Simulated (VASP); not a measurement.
# SnO (Pm-3m) in VASP: further runs

Runs on SnO. Level: PBE. Tasks: relaxation of cell and atoms.

Everything below comes from runs of VASP 6.6.1. Logs are shortened: lines on timing, memory, paths and dates and some standing lists are left out, and cuts for length are marked.

**1. The cell of the first run**

It takes space group Pm-3m (No. 221, cubic). Conventional cell: a = 3.139 Å, b = 3.139 Å, c = 3.139 Å, α = 90.00°, β = 90.00°, γ = 90.00°. Within 3.6 Å of Sn (site symmetry m-3m) lie 8 O at 2.72 Å and 6 Sn at 3.14 Å. Within 3.6 Å of O (site symmetry m-3m) lie 8 Sn at 2.72 Å and 6 O at 3.14 Å.

**2. Relaxation of cell and atoms, PBE**

INCAR reads:

```
SYSTEM = SnO
PREC = Accurate
ENCUT = 600
EDIFF = 1E-6
ISMEAR = 0
SIGMA = 0.02
LREAL = .False.
LASPH = .True.
NELM = 100
ALGO = Normal
ISIF = 3
LWAVE = .False.
LCHARG = .False.
GGA = PE
IBRION = 2
NSW = 100
EDIFFG = -0.01
```

KPOINTS reads:

```
regular mesh
0
Gamma
  12 12 12
  0 0 0
```

POSCAR reads:

```
SnO
1.0
    3.1385375338      0.0000000000      0.0000000000
    0.0000000000      3.1385375338      0.0000000000
    0.0000000000      0.0000000000      3.1385375338
Sn O
1 1
Direct
    0.5000000000      0.5000000000      0.5000000000
    0.0000000000      0.0000000000      0.0000000000
```

Potentials or basis: VASP PAW PBE potentials, release 64 (Sn_d, O).

Started as:

```console
> cat potpaw_PBE.64/Sn_d/POTCAR potpaw_PBE.64/O/POTCAR > POTCAR
> mpirun -np 1 vasp_std > vasp.out
```

OUTCAR:

```text
SYSTEM = SnO
   PREC = Accurate
   ENCUT = 600
   EDIFF = 1E-6
   ISMEAR = 0
   LREAL = .False.
   LASPH = .True.
   NELM = 100
   ISIF = 3
   GGA = PE
   IBRION = 2
   NSW = 100
   EDIFFG = -0.01

 ion  position               nearest neighbor table
   1  0.500  0.500  0.500-   2 2.72   2 2.72   2 2.72   2 2.72   2 2.72   2 2.72   2 2.72   2 2.72

   2  0.000  0.000  0.000-   1 2.72   1 2.72   1 2.72   1 2.72   1 2.72   1 2.72   1 2.72   1 2.72

  LATTYP: Found a simple cubic cell.
 ALAT       =     3.1385375338

  Lattice vectors:

 A1 = (   3.1385375338,   0.0000000000,   0.0000000000)
 A2 = (   0.0000000000,   3.1385375338,   0.0000000000)
 A3 = (   0.0000000000,   0.0000000000,   3.1385375338)

Analysis of symmetry for initial positions (statically):
=====================================================================
 Subroutine PRICEL returns:
 Original cell was already a primitive cell.

 Routine SETGRP: Setting up the symmetry group for a
 simple cubic supercell.

 Subroutine GETGRP returns: Found 48 space group operations
 (whereof 48 operations were pure point group operations)
 out of a pool of 48 trial point group operations.

The static configuration has the point symmetry O_h .

Analysis of symmetry for dynamics (positions and initial velocities):
=====================================================================
 Subroutine PRICEL returns:
 Original cell was already a primitive cell.

 Routine SETGRP: Setting up the symmetry group for a
 simple cubic supercell.

 Subroutine GETGRP returns: Found 48 space group operations
 (whereof 48 operations were pure point group operations)
 out of a pool of 48 trial point group operations.

The dynamic configuration has the point symmetry O_h .

 Subroutine INISYM returns: Found 48 space group operations
 (whereof 48 operations are pure point group operations),
 and found     1 'primitive' translations

----------------------------------------------------------------------------------------

                                     Primitive cell

  volume of cell :      30.9159

  direct lattice vectors                    reciprocal lattice vectors
     3.138537534  0.000000000  0.000000000     0.318619736  0.000000000  0.000000000
     0.000000000  3.138537534  0.000000000     0.000000000  0.318619736  0.000000000
     0.000000000  0.000000000  3.138537534     0.000000000  0.000000000  0.318619736

  length of vectors
     3.138537534  3.138537534  3.138537534     0.318619736  0.318619736  0.318619736
[... 98 lines left out ...]
   IALGO  =     38    algorithm
   IMIX   =      4    mixing-type and parameters
     AMIX     =   0.40;   BMIX     =  1.00
     AMIX_MAG =   1.60;   BMIX_MAG =  1.00
  volume/ion in A,a.u.               =      15.46       104.32
  Fermi-wavevector in a.u.,A,eV,Ry     =   1.415873  2.675611 27.275533  2.004695
  Thomas-Fermi vector in A             =   2.537266
   LORBIT       =      0    0 simple, 1 ext, 2 COOP (PROOUT), +10 PAW based schemes
   GGA     = PE    functional components
   LHFCALC =     F    Hartree Fock is set to
   AEXX    =    0.0000 exact exchange contribution
   IVDW    =     0    specifies the selected vdW correction
   LEPSILON=     F    determine dielectric tensor
   LRPA    =     F    only Hartree local field effects (RPA)
 conjugate gradient relaxation of ions
 non-spin polarized calculation
 Gauss-broadening in eV      SIGMA  =   0.02
  energy-cutoff  :      600.00
  volume of cell :       30.92
 maximum number of plane-waves:      1064
 NGX is ok and might be reduce to    28
   NGX = 13   NGY = 13   NGZ = 13

--------------------------------------- Ionic step        1  -------------------------------------------

 number of electron      20.0000001 magnetization

 Free energy of the ion-electron system (eV)
  ---------------------------------------------------
  ext. energy  EPLUGINS =         0.00000000
  ---------------------------------------------------
  free energy    TOTEN  =        -9.84191694 eV

  energy without entropy =       -9.84179616  energy(sigma->0) =       -9.84185655

------------------------ aborting loop because EDIFF is reached ----------------------------------------

  FORCE on cell =-STRESS in cart. coord.  units (eV):
  Direction    XX          YY          ZZ          XY          YZ          ZX
  --------------------------------------------------------------------------------------
  -------------------------------------------------------------------------------------
  Total       -0.1477234     -0.1477234     -0.1477234      0.0000000      0.0000000      0.0000000
  in kB       -7.6555778     -7.6555778     -7.6555778      0.0000000      0.0000000      0.0000000
  external PRESSURE =      -7.6555778 kB  Pullay stress =       0.0000000 kB
[... 59 lines left out ...]
--------------------------------------- Ionic step        3  -------------------------------------------

 number of electron      19.9999998 magnetization

 Free energy of the ion-electron system (eV)
  ---------------------------------------------------
  ext. energy  EPLUGINS =         0.00000000
  ---------------------------------------------------
  free energy    TOTEN  =        -9.84246412 eV

  energy without entropy =       -9.84237851  energy(sigma->0) =       -9.84242132

 E-fermi :   8.1516     XC(G=0): -11.2731

 val. band max:        8.1439072365   @ k =   0.5000   0.0833   0.0833
 cond. band min:       8.1758412459   @ k =   0.5000   0.0833   0.0833
 fundamental gap:      0.0319340094
 Fermi energy:         8.1515993678

 k-point     1 :       0.0000    0.0000    0.0000
  band No.  band energies     occupation
      1     -13.6866      2.00000
      2     -13.6866      2.00000
      3     -13.3370      2.00000
      4     -13.3370      2.00000
      5     -13.3370      2.00000
      6      -9.8632      2.00000
      7       0.5700      2.00000
      8       5.6026      2.00000
      9       5.6026      2.00000
     10       5.6026      2.00000
     11      15.9907      0.00000
     12      15.9907      0.00000
     13      15.9907      0.00000
     14      16.0838      0.00000
[... 377 lines left out ...]
      1     -13.5711      2.00000
      2     -13.5543      2.00000
      3     -13.4077      2.00000
      4     -13.3905      2.00000
      5     -13.3382      2.00000
      6      -8.8157      2.00000
      7       0.8283      2.00000
      8       3.2073      2.00000
      9       5.9709      2.00000
     10       6.4148      2.00000
     11      10.4187      0.00000
     12      11.7941      0.00000
     13      16.7711      0.00000
     14      18.0163      0.00000

 [... further k-points ...]
[... 5 lines left out ...]
  --------------------------------------------------------------------------------------
  -------------------------------------------------------------------------------------
  Total        0.0000861      0.0000861      0.0000861     -0.0000000     -0.0000000      0.0000000
  in kB        0.0044942      0.0044942      0.0044942     -0.0000000     -0.0000000      0.0000000
  external PRESSURE =       0.0044942 kB  Pullay stress =       0.0000000 kB
[... 17 lines left out ...]
  FREE ENERGIE OF THE ION-ELECTRON SYSTEM (eV)
  ---------------------------------------------------
  free  energy   TOTEN  =        -9.8424641235 eV

  energy  without entropy=       -9.8423785066  energy(sigma->0) =       -9.84242132

 reached required accuracy - stopping structural energy minimisation
```

OSZICAR:

```text
N       E                     dE             d eps       ncg     rms          rms(c)
DAV:   1     0.141863778311E+03    0.14186E+03   -0.11754E+04  2400   0.242E+03
DAV:   2     0.671114787509E+00   -0.14119E+03   -0.13600E+03  2604   0.446E+02
DAV:   3    -0.115652649448E+02   -0.12236E+02   -0.12063E+02  2796   0.114E+02
DAV:   4    -0.118011600559E+02   -0.23590E+00   -0.23580E+00  2688   0.174E+01
[... 23 lines left out ...]
DAV:   3    -0.984257130816E+01    0.32164E-03   -0.11486E-03  3410   0.467E-01    0.594E-02
DAV:   4    -0.984247441739E+01    0.96891E-04   -0.29021E-04  3148   0.280E-01    0.801E-03
DAV:   5    -0.984246700103E+01    0.74164E-05   -0.13788E-05  2700   0.493E-02    0.336E-03
DAV:   6    -0.984246490587E+01    0.20952E-05   -0.10748E-06  1298   0.117E-02    0.141E-03
DAV:   7    -0.984246412353E+01    0.78234E-06   -0.37410E-07  1206   0.694E-03
   3 F= -.98424641E+01 E0= -.98424213E+01  d E =-.547181E-03
```

It took 47 s on 1 thread of AMD EPYC 9R45 (Zen 5), shared host; peak memory 0.16 GiB.

Results:

| Item | Value |
| --- | --- |
| Free energy | -9.8425 eV |
| Relaxed volume | 15.34 Å³/atom |
| Relaxed cell | a = 3.131 Å, b = 3.131 Å, c = 3.131 Å, α = 90.00°, β = 90.00°, γ = 90.00° |
| Space group after relaxing (to 0.05 Å) | Pm-3m (No. 221) |
| Energy gained by relaxing | 0.3 meV/atom |
| Ionic steps | 3 |
| Pressure after relaxing | 0.0 GPa |
| Band gap on the k mesh | zero (band 10 reaches 8.14 eV, above the bottom of band 11 at 8.06 eV) |

Step by step:
| step | energy change (eV) | largest force (eV/Å) | pressure (GPa) | volume (Å³) |
| --- | --- | --- | --- | --- |
| 1 | 0.0000 | 0.0000 | -0.77 | 30.92 |
| 2 | -0.0005 | 0.0000 | 0.30 | 30.59 |
| 3 | -0.0005 | 0.0000 | 0.00 | 30.68 |

Final structure:
```
Sn O
1.0
     3.13064    0.00000    0.00000
     0.00000    3.13064    0.00000
     0.00000    0.00000    3.13064
Sn O
1 1
Direct
  0.50000 0.50000 0.50000
  0.00000 0.00000 0.00000
```

Caveat: spin-orbit coupling is left out, which moves the levels of the heavy elements.

(Part 1 of 2 ends here.)
